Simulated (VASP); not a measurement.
# TlBr in VASP: further runs

TlBr is run at these levels: PBEsol; tasks: single point.

Program: VASP 6.6.1. These are calculated values, not measurements. Logs are shortened: lines on timing, memory, paths and dates and some standing lists are left out, and cuts for length are marked.

### Step 1. The cell of the first run

Symmetry: Pm-3m, No. 221, cubic system. Conventional cell: a = 3.915 Å, b = 3.915 Å, c = 3.915 Å, α = 90.00°, β = 90.00°, γ = 90.00°. Within 4.5 Å of Tl (site symmetry m-3m) lie 8 Br at 3.39 Å and 6 Tl at 3.91 Å. Br (site symmetry m-3m) has 8 Tl at 3.39 Å and 6 Br at 3.91 Å within 4.5 Å.

### Step 2. Single point, PBEsol, non-collinear spin, zero start, spin-orbit coupling

File INCAR:

```
PREC = Accurate ; ENCUT = 500
EDIFF = 1E-6 ; ISMEAR = 0
SIGMA = 0.01 ; LREAL = False
LASPH = True ; NELM = 200
ALGO = Normal ; ISIF = 2
LWAVE = False ; LCHARG = False
MAGMOM = 0 0 0 0 0 0 ; LORBIT = 11
LSORBIT = True ; GGA_COMPAT = False
LORBMOM = True ; GGA = PS
NBANDS = 32
```

File KPOINTS:

```
Automatic mesh
0
Gamma
  6 6 6
```

File POSCAR:

```
TlBr
1.0
    3.9145325493      0.0000000000      0.0000000000
    0.0000000000      3.9145325493      0.0000000000
    0.0000000000      0.0000000000      3.9145325493
Tl Br
1 1
Direct
    0.0000000000      0.0000000000      0.0000000000
    0.5000000000      0.5000000000      0.5000000000
```

Potentials or basis: VASP PAW PBE potentials, release 64 (Tl_d, Br).

On the command line:

```console
$ cat potpaw_PBE.64/Tl_d/POTCAR potpaw_PBE.64/Br/POTCAR > POTCAR
$ mpirun -np 1 vasp_ncl > vasp.out
```

OUTCAR:

```text
PREC = Accurate
   ENCUT = 500
   EDIFF = 1E-6
   ISMEAR = 0
   LREAL = False
   LASPH = True
   NELM = 200
   ISIF = 2
   LORBIT = 11
   LSORBIT = True
   GGA = PS

 ion  position               nearest neighbor table
   1  0.000  0.000  0.000-   2 3.39   2 3.39   2 3.39   2 3.39   2 3.39   2 3.39   2 3.39   2 3.39

   2  0.500  0.500  0.500-   1 3.39   1 3.39   1 3.39   1 3.39   1 3.39   1 3.39   1 3.39   1 3.39

  LATTYP: Found a simple cubic cell.
 ALAT       =     3.9145325493

  Lattice vectors:

 A1 = (   3.9145325493,   0.0000000000,   0.0000000000)
 A2 = (   0.0000000000,   3.9145325493,   0.0000000000)
 A3 = (   0.0000000000,   0.0000000000,   3.9145325493)

Analysis of symmetry for initial positions (statically):
=====================================================================
 Subroutine PRICEL returns:
 Original cell was already a primitive cell.

 Routine SETGRP: Setting up the symmetry group for a
 simple cubic supercell.

 Subroutine GETGRP returns: Found 48 space group operations
 (whereof 48 operations were pure point group operations)
 out of a pool of 48 trial point group operations.

The static configuration has the point symmetry O_h .

Analysis of symmetry for dynamics (positions and initial velocities):
=====================================================================
 Subroutine PRICEL returns:
 Original cell was already a primitive cell.

 Routine SETGRP: Setting up the symmetry group for a
 simple cubic supercell.

 Subroutine GETGRP returns: Found 48 space group operations
 (whereof 48 operations were pure point group operations)
 out of a pool of 48 trial point group operations.

The dynamic configuration has the point symmetry O_h .

Analysis of structural, dynamic, and magnetic symmetry:
=====================================================================
 Subroutine PRICEL returns:
 Original cell was already a primitive cell.

 Routine SETGRP: Setting up the symmetry group for a
 simple cubic supercell.

 Subroutine GETGRP returns: Found 48 space group operations
 (whereof 48 operations were pure point group operations)
 out of a pool of 48 trial point group operations.

The overall configuration has the point symmetry O_h .

 Subroutine INISYM returns: Found 48 space group operations
 (whereof 48 operations are pure point group operations),
 and found     1 'primitive' translations

----------------------------------------------------------------------------------------

                                     Primitive cell

  volume of cell :      59.9846

  direct lattice vectors                    reciprocal lattice vectors
     3.914532549  0.000000000  0.000000000     0.255458343  0.000000000  0.000000000
     0.000000000  3.914532549  0.000000000     0.000000000  0.255458343  0.000000000
     0.000000000  0.000000000  3.914532549     0.000000000  0.000000000  0.255458343

  length of vectors
     3.914532549  3.914532549  3.914532549     0.255458343  0.255458343  0.255458343

  position of ions in fractional coordinates (direct lattice)
     0.000000000  0.000000000  0.000000000
     0.500000000  0.500000000  0.500000000

  ion indices of the primitive-cell ions
   primitive index   ion index
                 1           1
                 2           2

----------------------------------------------------------------------------------------

 KPOINTS: Automatic mesh

Automatic generation of k-mesh.
 Grid dimensions read from file:
 generate k-points for:    6    6    6

 Generating k-lattice:

  Cartesian coordinates                     Fractional coordinates (reciprocal lattice)
     0.042576391  0.000000000  0.000000000     0.166666667  0.000000000  0.000000000
     0.000000000  0.042576391  0.000000000     0.000000000  0.166666667  0.000000000
     0.000000000  0.000000000  0.042576391     0.000000000  0.000000000  0.166666667

  Length of vectors
     0.042576391  0.042576391  0.042576391

  Shift w.r.t. Gamma in fractional coordinates (k-lattice)
     0.000000000  0.000000000  0.000000000

 Subroutine IBZKPT returns following result:
 ===========================================

 Found     20 irreducible k-points:

 Following reciprocal coordinates:
            Coordinates               Weight
  0.000000  0.000000  0.000000      1.000000
  0.166667  0.000000  0.000000      6.000000
  0.333333  0.000000  0.000000      6.000000
  0.500000  0.000000  0.000000      3.000000
  0.166667  0.166667  0.000000     12.000000
  0.333333  0.166667  0.000000     24.000000
[... 12 lines left out ...]
  0.500000  0.500000  0.333333      6.000000
  0.500000  0.500000  0.500000      1.000000
[... 24 lines left out ...]
   ISIF   =      2    stress and relaxation
   ISYM   =      2    0-nonsym 1-usesym 2-fastsym
   POTIM  = 0.5000    time-step for ionic-motion
   TEBEG  =    0.0;   TEEND  =   0.0 temperature during run
   PSTRESS=    0.0 pullay stress
   NELECT =      20.0000    total number of electrons
   NUPDOWN=      -1.0000    fix difference up-down
   EMIN   =  10.00;   EMAX   =-10.00  energy-range for DOS
   EFERMI =   0.00;   METHOD = LEGACY
   ISMEAR =     0;   SIGMA  =   0.01  broadening in eV -4-tet -1-fermi 0-gaus
   EFERMI_NEDOS =   21; number of points for ismear=-14 and -15
   IALGO  =     38    algorithm
   IMIX   =      4    mixing-type and parameters
     AMIX     =   0.40;   BMIX     =  1.00
     AMIX_MAG =   1.60;   BMIX_MAG =  1.00
  volume/ion in A,a.u.               =      29.99       202.40
  Fermi-wavevector in a.u.,A,eV,Ry     =   1.135198  2.145213 17.533479  1.288674
  Thomas-Fermi vector in A             =   2.271902
   LORBIT       =     11    0 simple, 1 ext, 2 COOP (PROOUT), +10 PAW based schemes
   GGA     = PS    functional components
   LHFCALC =     F    Hartree Fock is set to
   AEXX    =    0.0000 exact exchange contribution
   IVDW    =     0    specifies the selected vdW correction
   LEPSILON=     F    determine dielectric tensor
   LRPA    =     F    only Hartree local field effects (RPA)
 Gauss-broadening in eV      SIGMA  =   0.01
  energy-cutoff  :      500.00
  volume of cell :       59.98
 maximum number of plane-waves:      3136
 NGX is ok and might be reduce to    30
   NGX = 15   NGY = 15   NGZ = 15

 number of electron      19.9999996 magnetization       0.0000000      0.0000000      0.0000000

 number of electron      19.9999996 magnetization      -0.0000000     -0.0000000      0.0000000

 number of electron      19.9999996 magnetization       0.0000000      0.0000000     -0.0000000

 Free energy of the ion-electron system (eV)
  ---------------------------------------------------
  ext. energy  EPLUGINS =         0.00000000
  ---------------------------------------------------
  free energy    TOTEN  =        -6.25066718 eV

  energy without entropy =       -6.25066718  energy(sigma->0) =       -6.25066718

 E-fermi :   2.8974     XC(G=0):  -9.4228

 val. band max:        2.8245967872   @ k =   0.5000   0.0000   0.0000
 cond. band min:       3.8464169877   @ k =   0.5000   0.5000   0.5000
 fundamental gap:      1.0218202005
 Fermi energy:         2.8973792138

 k-point     1 :       0.0000    0.0000    0.0000
  band No.  band energies     occupation
      1     -11.2911      1.00000
      2     -11.2911      1.00000
      3      -8.5553      1.00000
      4      -8.5553      1.00000
      5      -8.5553      1.00000
      6      -8.5553      1.00000
[... 689 lines left out ...]
     31      15.8322      0.00000
     32      15.8322      0.00000

------------------------ aborting loop because EDIFF is reached ----------------------------------------

  FORCE on cell =-STRESS in cart. coord.  units (eV):
  Direction    XX          YY          ZZ          XY          YZ          ZX
  --------------------------------------------------------------------------------------
  -------------------------------------------------------------------------------------
  Total       -0.0540177     -0.0540177     -0.0540177     -0.0000000     -0.0000000     -0.0000000
  in kB       -1.4428026     -1.4428026     -1.4428026     -0.0000000     -0.0000000     -0.0000000
  external PRESSURE =      -1.4428026 kB  Pullay stress =       0.0000000 kB

 VOLUME and BASIS-vectors are now :
 -----------------------------------------------------------------------------
  energy-cutoff  :      500.00
  volume of cell :       59.98
      direct lattice vectors                 reciprocal lattice vectors
     3.914532549  0.000000000  0.000000000     0.255458343  0.000000000  0.000000000
     0.000000000  3.914532549  0.000000000     0.000000000  0.255458343  0.000000000
     0.000000000  0.000000000  3.914532549     0.000000000  0.000000000  0.255458343

 POSITION                                       TOTAL-FORCE (eV/Angst)
 -----------------------------------------------------------------------------------
      0.00000      0.00000      0.00000         0.000000      0.000000      0.000000
      1.95727      1.95727      1.95727         0.000000      0.000000      0.000000
 -----------------------------------------------------------------------------------
    total drift:                                0.000000      0.000000      0.000000

  FREE ENERGIE OF THE ION-ELECTRON SYSTEM (eV)
  ---------------------------------------------------
  free  energy   TOTEN  =        -6.2506671774 eV

  energy  without entropy=       -6.2506671774  energy(sigma->0) =       -6.25066718

 orbital moment (x)

 # of ion     p       d       tot
 ----------------------------------------
  1        -0.000   0.000   0.000
  2        -0.000  -0.000  -0.000
 ----------------------------------------
           -0.000   0.000   0.000

 orbital moment (y)

 # of ion     p       d       tot
 ----------------------------------------
  1         0.000  -0.000  -0.000
  2         0.000  -0.000   0.000
 ----------------------------------------
            0.000  -0.000   0.000

 orbital moment (z)

 # of ion     p       d       tot
 ----------------------------------------
  1         0.000  -0.000   0.000
  2        -0.000   0.000  -0.000
 ----------------------------------------
           -0.000  -0.000  -0.000

 Spin-Orbit-Coupling matrix elements

 Ion:    1  E_soc:     -0.3856385
 l=   1
     0.0000000    -0.0154474    -0.0154474
    -0.0154474     0.0000000    -0.0154474
    -0.0154474    -0.0154474     0.0000000
 l=   2
     0.0000000    -0.0096954     0.0000000    -0.0096954    -0.0391303
    -0.0096954     0.0000000    -0.0293477    -0.0096954    -0.0097826
     0.0000000    -0.0293477     0.0000000    -0.0293477     0.0000000
    -0.0096954    -0.0096954    -0.0293477     0.0000000    -0.0097826
    -0.0391303    -0.0097826     0.0000000    -0.0097826     0.0000000
 l=   3
     0.0000000     0.0000000     0.0000000     0.0000000     0.0000000     0.0000000     0.0000000
     0.0000000     0.0000000     0.0000000     0.0000000     0.0000000     0.0000000     0.0000000
     0.0000000     0.0000000     0.0000000     0.0000000     0.0000000     0.0000000     0.0000000
     0.0000000     0.0000000     0.0000000     0.0000000     0.0000000     0.0000000     0.0000000
     0.0000000     0.0000000     0.0000000     0.0000000     0.0000000     0.0000000     0.0000000
     0.0000000     0.0000000     0.0000000     0.0000000     0.0000000     0.0000000     0.0000000
     0.0000000     0.0000000     0.0000000     0.0000000     0.0000000     0.0000000     0.0000000

 Ion:    2  E_soc:     -0.0613323
 l=   1
     0.0000000    -0.0102220    -0.0102220
    -0.0102220     0.0000000    -0.0102220
    -0.0102220    -0.0102220     0.0000000
 l=   2
     0.0000000    -0.0000006     0.0000000    -0.0000006     0.0000006
    -0.0000006     0.0000000     0.0000005    -0.0000006     0.0000002
     0.0000000     0.0000005     0.0000000     0.0000005     0.0000000
    -0.0000006    -0.0000006     0.0000005     0.0000000     0.0000002
     0.0000006     0.0000002     0.0000000     0.0000002     0.0000000
 l=   3
     0.0000000     0.0000000     0.0000000     0.0000000     0.0000000     0.0000000     0.0000000
     0.0000000     0.0000000     0.0000000     0.0000000     0.0000000     0.0000000     0.0000000
     0.0000000     0.0000000     0.0000000     0.0000000     0.0000000     0.0000000     0.0000000
     0.0000000     0.0000000     0.0000000     0.0000000     0.0000000     0.0000000     0.0000000
     0.0000000     0.0000000     0.0000000     0.0000000     0.0000000     0.0000000     0.0000000
     0.0000000     0.0000000     0.0000000     0.0000000     0.0000000     0.0000000     0.0000000
     0.0000000     0.0000000     0.0000000     0.0000000     0.0000000     0.0000000     0.0000000

 total charge

# of ion       s       p       d       tot
------------------------------------------
    1        1.295   0.153   9.664  11.112
    2        1.610   3.197   0.009   4.816
--------------------------------------------------
tot          2.904   3.350   9.673  15.928

 magnetization (x)

# of ion       s       p       d       tot
------------------------------------------
    1       -0.000   0.000   0.000  -0.000
    2        0.000   0.000   0.000   0.000
--------------------------------------------------
tot         -0.000   0.000   0.000  -0.000

 magnetization (y)

# of ion       s       p       d       tot
------------------------------------------
    1        0.000   0.000   0.000   0.000
    2       -0.000   0.000  -0.000   0.000
--------------------------------------------------
tot          0.000   0.000  -0.000   0.000

 magnetization (z)

# of ion       s       p       d       tot
------------------------------------------
    1        0.000   0.000   0.000   0.000
    2       -0.000   0.000  -0.000   0.000
--------------------------------------------------
tot          0.000   0.000  -0.000   0.000
```

Run time: 42 s. Hardware: 1 thread of Intel Xeon 6975P-C (Granite Rapids), shared host; peak memory 0.3 GiB.

Results:

```
Free energy                                           : -6.2507 eV
Pressure                                              : -0.1 GPa
Net moment                                            : 0.00 μB per cell
Valence electrons inside the program's atomic spheres : Tl 11.11; Br 4.82
```

Moments on the atoms (μB; x, y, z):
```
Tl  0.00 0.00 0.00
Br  0.00 0.00 0.00
```

Caveat: the PAW data sets were made with another functional, which shifts forces and pressure a little.

(Continued in part 2 of 2.)
